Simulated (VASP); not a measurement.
Mg, 2 atoms in the cell. It takes space group Cmcm (No. 63, orthorhombic). The conventional cell has a = 3.273 Å, b = 5.559 Å, c = 5.210 Å, α = 90.00°, β = 90.00°, γ = 90.00°. Mg (site symmetry m2m) has 12 Mg at 3.20 to 3.27 Å within 4.2 Å. 

- Program: VASP 6.6.1
- Task: single point
- Functional: PBE
- Potentials or basis: VASP PAW PBE potentials, release 64 (Mg)
- Cutoff: 520 eV
- k mesh: 10 × 10 × 5
- Occupations: fermi-dirac, width 0.05 eV
- Spin: no spin polarisation
- Dipole correction: no
- Further INCAR settings: ALGO = Normal; EDIFF = 1e-06; NBANDS = 9

Potentials or basis: VASP PAW PBE potentials, release 64 (Mg).

The run is started by

```bash
$ cat potpaw_PBE.64/Mg/POTCAR > POTCAR
$ mpirun -np 1 vasp_std > vasp.out
```

Hardware: 1 thread of Intel(R) Xeon(R) 6975P-C (Granite Rapids), with other jobs on the host.

Problem. Estimate the wall time of this run.

Solution. Run time: 8.7 s on 1 thread of Intel(R) Xeon(R) 6975P-C (Granite Rapids) (shared host), peak memory 0.18 GiB. Counts: scf iterations 10, k points 93.
